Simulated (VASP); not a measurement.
# Nb16H (a cell with a defect) in VASP: a series of runs, part 2 of 2

VASP 6.6.1. The steps go on from the part before.

### 5 Single point, PBEsol

INCAR

```
  PREC = Accurate
  ENCUT = 520
  EDIFF = 1E-7
  ISMEAR = 0
  SIGMA = 0.1
  LREAL = Auto
  LASPH = True
  NELM = 100
  ALGO = Normal
  ISIF = 2
  LWAVE = False
  LCHARG = False
  GGA = PS
  NBANDS = 118
```

KPOINTS

```
regular mesh
0
Gamma
  3 3 3
```

POSCAR

```
Nb16H
1.0
    6.6000000000      0.0000000000      0.0000000000
    0.0000000000      6.6000000000      0.0000000000
    0.0000000000      0.0000000000      6.6000000000
Nb H
16 1
Direct
    0.0001534848      0.0006196970      0.0004719697
    0.4994627273      0.0006228788      0.0004590909
   -0.0013578788      0.5012315152     -0.0026059091
    0.0109306061     -0.0019606061      0.5062981818
    0.2498131818      0.2501937879      0.2495618182
    0.5009815152      0.5012393939     -0.0026133333
    0.4886895455     -0.0019534848      0.5062924242
    0.7498050000      0.2584471212      0.2430466667
   -0.0003446970      0.4997016667      0.4979075758
    0.2498066667      0.7495672727      0.2512484848
    0.2498106061      0.2483568182      0.7507554545
    0.4999616667      0.4997122727      0.4979034848
    0.7498057576      0.7521619697      0.2495515152
    0.7498125758      0.2508756061      0.7495066667
    0.2498043939      0.7469925758      0.7526253030
    0.7498134848      0.7483846970      0.7515578788
    0.7497866667      0.0263500000      0.4097762121
```

Potentials or basis: VASP PAW PBE potentials, release 64 (Nb_sv, H).

Command:

```
> cat potpaw_PBE.64/Nb_sv/POTCAR potpaw_PBE.64/H/POTCAR > POTCAR
> mpirun -np 1 vasp_std > vasp.out
```

OUTCAR:

```text
PREC = Accurate
   ENCUT = 520
   EDIFF = 1E-7
   ISMEAR = 0
   LREAL = Auto
   LASPH = True
   NELM = 100
   ISIF = 2
   GGA = PS

 ion  position               nearest neighbor table
   1  0.000  0.001  0.000-  11 2.85  13 2.85   5 2.85   8 2.86  15 2.86  10 2.86  16 2.86  14 2.86

   2  0.499  0.001  0.000-  11 2.85  13 2.85   5 2.85   8 2.86  15 2.86  16 2.86  10 2.86  14 2.86

   3  0.999  0.501  0.997-   8 2.81  15 2.83  16 2.83  14 2.85  11 2.86  13 2.87  10 2.87   5 2.87
[... 23 lines left out ...]
  15  0.250  0.747  0.753-   4 2.81   7 2.81   6 2.83   3 2.83   2 2.86   1 2.86   9 2.87  12 2.87

  16  0.750  0.748  0.752-   6 2.83   3 2.83   1 2.86   2 2.86   9 2.87  12 2.87   4 2.88   7 2.88

  17  0.750  0.026  0.410-   7 1.85   4 1.85   8 1.89

  LATTYP: Found a simple cubic cell.
 ALAT       =     6.6000000000

  Lattice vectors:

 A1 = (   6.6000000000,   0.0000000000,   0.0000000000)
 A2 = (   0.0000000000,   6.6000000000,   0.0000000000)
 A3 = (   0.0000000000,   0.0000000000,   6.6000000000)

[... 198 lines left out ...]
 fundamental gap:      0.0215120743
 Fermi energy:        11.1129305253

 k-point     1 :       0.0000    0.0000    0.0000
  band No.  band energies     occupation
      1     -43.1162      2.00000
      2     -42.9389      2.00000
      3     -42.9227      2.00000
      4     -42.8972      2.00000
      5     -42.8849      2.00000
      6     -42.8808      2.00000
[... 1655 lines left out ...]
    115      13.5244      0.00000
    116      13.5602      0.00000
 [bands above 116 left out]

------------------------ aborting loop because EDIFF is reached ----------------------------------------

  FORCE on cell =-STRESS in cart. coord.  units (eV):
  Direction    XX          YY          ZZ          XY          YZ          ZX
  --------------------------------------------------------------------------------------
  -------------------------------------------------------------------------------------
  Total       -5.1891593     -7.9039408     -7.6328228     -0.0015285     -0.7753681     -0.0010073
  in kB      -28.9185012    -44.0476209    -42.5367159     -0.0085182     -4.3210240     -0.0056136
  external PRESSURE =     -38.5009460 kB  Pullay stress =       0.0000000 kB

 VOLUME and BASIS-vectors are now :
 -----------------------------------------------------------------------------
  energy-cutoff  :      520.00
  volume of cell :      287.50
      direct lattice vectors                 reciprocal lattice vectors
     6.600000000  0.000000000  0.000000000     0.151515152  0.000000000  0.000000000
     0.000000000  6.600000000  0.000000000     0.000000000  0.151515152  0.000000000
     0.000000000  0.000000000  6.600000000     0.000000000  0.000000000  0.151515152

 POSITION                                       TOTAL-FORCE (eV/Angst)
 -----------------------------------------------------------------------------------
      0.00101      0.00409      0.00312         0.016594      0.015311      0.018052
      3.29645      0.00411      0.00303        -0.016443      0.015619      0.019031
      6.59104      3.30813      6.58280        -0.005037      0.020454      0.017384
      0.07214      6.58706      3.34157        -0.024856      0.048949      0.048429
      1.64877      1.65128      1.64711        -0.000014      0.018294      0.027228
      3.30648      3.30818      6.58275         0.004567      0.020013      0.017305
[... 9 lines left out ...]
      4.94877      4.93934      4.96028        -0.000828      0.043595     -0.005491
      4.94859      0.17391      2.70452         0.001919     -0.326828     -0.372189
 -----------------------------------------------------------------------------------
    total drift:                                0.000415     -0.001557     -0.003558

  FREE ENERGIE OF THE ION-ELECTRON SYSTEM (eV)
  ---------------------------------------------------
  free  energy   TOTEN  =      -179.2005310137 eV

  energy  without entropy=     -179.1437038707  energy(sigma->0) =     -179.17211744
```

OSZICAR:

```text
N       E                     dE             d eps       ncg     rms          rms(c)
DAV:   1     0.312596823669E+04    0.31260E+04   -0.11446E+05  3304   0.188E+03
DAV:   2     0.114901053388E+03   -0.30111E+04   -0.29610E+04  3708   0.826E+02
DAV:   3    -0.156733965936E+03   -0.27164E+03   -0.26259E+03  5232   0.171E+02
DAV:   4    -0.185061863448E+03   -0.28328E+02   -0.26970E+02  5696   0.492E+01
[... 12 lines left out ...]
DAV:  17    -0.179200531961E+03    0.66770E-06   -0.23838E-06  5192   0.816E-03    0.329E-03
DAV:  18    -0.179200531495E+03    0.46598E-06   -0.40374E-07  2880   0.405E-03    0.192E-03
DAV:  19    -0.179200531169E+03    0.32695E-06   -0.12597E-07  2192   0.228E-03    0.839E-04
DAV:  20    -0.179200531025E+03    0.14330E-06   -0.78775E-08  2144   0.157E-03    0.509E-04
DAV:  21    -0.179200531014E+03    0.11540E-07   -0.45089E-08  2144   0.141E-03
   1 F= -.17920053E+03 E0= -.17917212E+03  d E =-.568271E-01
```

stdout:

```text
POSCAR found type information on POSCAR NbH
 POSCAR found :  2 types and      17 ions
 scaLAPACK will be used
 -----------------------------------------------------------------------------
|                                                                             |
|                                                                             |
|     You enforced a specific xc type in the INCAR file but a different       |
|     I HOPE YOU KNOW WHAT YOU ARE DOING!                                     |
|                                                                             |
 -----------------------------------------------------------------------------

 LDA part: xc-table for (Slater+PW92), standard interpolation
 POSCAR, INCAR and KPOINTS ok, starting setup
 FFT: planning ... GRIDC
 FFT: planning ... GRID_SOFT
 FFT: planning ... GRID
 WAVECAR not read
 entering main loop
```

Run time: 25 min. Hardware: 1 thread of Intel Xeon Platinum 8488C (Sapphire Rapids), shared host; peak memory 0.52 GiB.

What came out:

```yaml
Free_energy: -179.2005 eV
Pressure: -3.9 GPa
Largest_force: 0.495 eV/Å
```

Forces on the atoms (eV/Å):
```
Nb   0.017  0.015  0.018
Nb  -0.016  0.016  0.019
Nb  -0.005  0.020  0.017
Nb  -0.025  0.049  0.048
Nb   0.000  0.018  0.027
Nb   0.005  0.020  0.017
Nb   0.023  0.049  0.050
Nb   0.000  0.008  0.036
Nb   0.000  0.017  0.006
Nb   0.000  0.022  0.047
Nb   0.000  0.005  0.034
Nb   0.000  0.016  0.006
Nb   0.000  0.001 -0.006
Nb   0.000  0.023  0.021
Nb   0.000  0.005  0.037
Nb  -0.001  0.044 -0.005
H    0.002 -0.327 -0.372
```

Stress tensor (GPa, compression positive):
```
-2.89  0.00  0.00
 0.00 -4.40 -0.43
 0.00 -0.43 -4.25
```

Caveat: the PAW data sets were made with another functional, which shifts forces and pressure a little.
